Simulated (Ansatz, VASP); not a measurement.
**One calculation of Sb2As, two programs**

File INCAR:

```
PREC = Accurate
ENCUT = 600
EDIFF = 1E-7
ISMEAR = 0
SIGMA = 0.1
LREAL = False
LASPH = True
NELM = 60
ALGO = Normal
ISIF = 3
LWAVE = False
LCHARG = False
GGA = PE
IBRION = 2
NSW = 90
EDIFFG = -0.04
```

The input KPOINTS:

```
Automatic mesh
0
Gamma
  4 4 4
```

POSCAR

```
Sb2As
1.0
    5.3164629957      0.0000000000      0.0000000000
    0.0000000000      6.4887020579      0.0000000000
    0.0000000000      0.0000000000      4.0506840410
Sb As
4 2
Direct
    0.2004000000      0.3787000000      0.0000000000
    0.7996000000      0.6213000000      0.0000000000
    0.7004000000      0.1213000000      0.5000000000
    0.2996000000      0.8787000000      0.5000000000
    0.0000000000      0.0000000000      0.0000000000
    0.5000000000      0.5000000000      0.5000000000
```

Input for Ansatz:

```yaml
crystal:
  lattice:
    - [5.3164629957, 0.0, 0.0]
    - [0.0, 6.4887020579, 0.0]
    - [0.0, 0.0, 4.050684041]
  atoms:
    - { symbol: Sb, position: [0.2004, 0.3787, 0.0] }
    - { symbol: Sb, position: [0.7996, 0.6213, 0.0] }
    - { symbol: Sb, position: [0.7004, 0.1213, 0.5] }
    - { symbol: Sb, position: [0.2996, 0.8787, 0.5] }
    - { symbol: As, position: [0.0, 0.0, 0.0] }
    - { symbol: As, position: [0.5, 0.5, 0.5] }
basis:
  ecutwfc: 420
kpoints:
  mp_grid: { grid: [4, 4, 4] }
hamiltonian:
  xc: pbe
scf:
  occupations: { method: gaussian, width: 0.1 }
  lower_state_search: "off"
output:
  forces: true
  stress: true
  eigenvalues: true
relax:
  adjacent_minimum: "off"
  f_tol: 0.04
  max_steps: 70
  cell: { stress_tol: 0.4 }
```

Alike in both runs: task relaxation of cell and atoms; functional PBE; k mesh 4 × 4 × 4; occupations gaussian, width 0.1 eV; no spin polarisation.

|  | VASP | Ansatz |
| --- | --- | --- |
| version | VASP 6.6.1 | Ansatz 0.2.0 |
| potentials or method | VASP PAW PBE potentials, release 64 (Sb, As), cutoff 600 eV | scalar-relativistic, plane waves, PAW |
| valence electrons in the cell | 30 | 90 |

```csv
,VASP,Ansatz,Ansatz less VASP
"gap on the k mesh at the Fermi level, each at its own relaxed structure (eV)",none,none,-
relaxed volume (Å³/atom),28.10,28.24,+0.139
relaxed length of the cell vector where the two differ most in proportion (Å),5.827,5.909,+0.0825
```

A gap of «none» marks a metal or a gap that the smearing closes. VASP's potentials hold 30 valence electrons a cell and Ansatz's 90, so a difference there can come from the potentials and not from the codes.

The k mesh is coarse, so the values compare programs but aren't converged. Spin-orbit coupling is off throughout. Noted on VASP's run: the volume moved by over 15 % at a fixed basis, so the end points are rough.
